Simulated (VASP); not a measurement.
The system is YRh5.

```
CELL_PARAMETERS angstrom
5.14100 0.00000 0.00000
-2.57050 4.45224 0.00000
0.00000 0.00000 4.29400
ATOMIC_POSITIONS crystal
Y 0.00000 0.00000 0.00000
Rh 0.33333 0.66667 0.00000
Rh 0.66667 0.33333 0.00000
Rh 0.50000 0.00000 0.50000
Rh 0.50000 0.50000 0.50000
Rh 0.00000 0.50000 0.50000
```

```yaml
Program: VASP 6.6.1
Task: relaxation of cell and atoms
Functional: LDA
Potentials_or_basis: VASP PAW LDA potentials, release 64 (Y_sv, Rh_pv)
Cutoff: 600 eV
k_mesh: 6 × 6 × 6
Occupations: fermi-dirac, width 0.1 eV
Spin: no spin polarisation
```

At the start: pressure -4.6 GPa; volume 16.38 Å³/atom.

**Question.** How do energy, volume and symmetry change on relaxing?

**Answer.** Over 5 steps the energy falls by 6.3 meV/atom and the volume is 16.04 Å³/atom (-2.1 %); space group P6/mmm (No. 191, to 0.1 Å) before and after.

The path:
```csv
step,energy change (eV),largest force (eV/Å),pressure (GPa),volume (Å³)
1,0.0000,0.0000,-4.63,98.29
2,0.1262,0.0000,11.98,91.70
3,-0.0360,0.0000,0.10,96.11
4,-0.0361,0.0000,0.21,96.07
5,-0.0376,0.0000,-0.01,96.21
```

Final structure:
```yaml
crystal:
  lattice:
    - [5.12360, 0.00000, 0.00000]
    - [-2.56180, 4.43717, 0.00000]
    - [0.00000, 0.00000, 4.23195]
  atoms:
    - { symbol: Y, position: [0.00000, 0.00000, 0.00000] }
    - { symbol: Rh, position: [0.33333, 0.66667, 0.00000] }
    - { symbol: Rh, position: [0.66667, 0.33333, 0.00000] }
    - { symbol: Rh, position: [0.50000, 0.00000, 0.50000] }
    - { symbol: Rh, position: [0.50000, 0.50000, 0.50000] }
    - { symbol: Rh, position: [0.00000, 0.50000, 0.50000] }
```
